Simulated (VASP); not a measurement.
The system is LuCd.

```
Lu Cd
1.0
     3.64099    0.00000    0.00000
     0.00000    3.64099    0.00000
     0.00000    0.00000    3.64099
Lu Cd
1 1
Direct
  0.50000 0.50000 0.50000
  0.00000 0.00000 0.00000
```

| Quantity | Value |
| --- | --- |
| Program | VASP 6.6.1 |
| Task | relaxation of cell and atoms |
| Functional | LDA |
| Potentials or basis | VASP PAW PBE potentials, release 64 (Lu, Cd) |
| Cutoff | 600 eV |
| k mesh | 8 × 8 × 8 |
| Occupations | fermi-dirac, width 0.05 eV |
| Spin | no spin polarisation |

At the start: pressure -4.3 GPa; volume 24.13 Å³/atom.

**Question.** Where does the relaxation end?

**Answer.** Over 6 steps the energy falls by 21.4 meV/atom and the volume is 22.67 Å³/atom (-6.1 %); space group Pm-3m (No. 221, to 0.1 Å) before and after.

Step by step:
```
step  energy change (eV)  largest force (eV/Å)  pressure (GPa)  volume (Å³)
   1              0.0000                0.0000           -4.29        48.27
   2             -0.0319                0.0000            1.48        43.89
   3             -0.0429                0.0000           -0.15        45.25
   4             -0.0428                0.0000            0.22        45.12
   5             -0.0429                0.0000            0.18        45.19
   6             -0.0429                0.0000           -0.06        45.35
```

Final structure:
```
Lu Cd
1.0
     3.56601    0.00000    0.00000
     0.00000    3.56601    0.00000
     0.00000    0.00000    3.56601
Lu Cd
1 1
Direct
  0.50000 0.50000 0.50000
  0.00000 0.00000 0.00000
```

Caveat: the PAW data sets were made with another functional, which shifts forces and pressure a little.
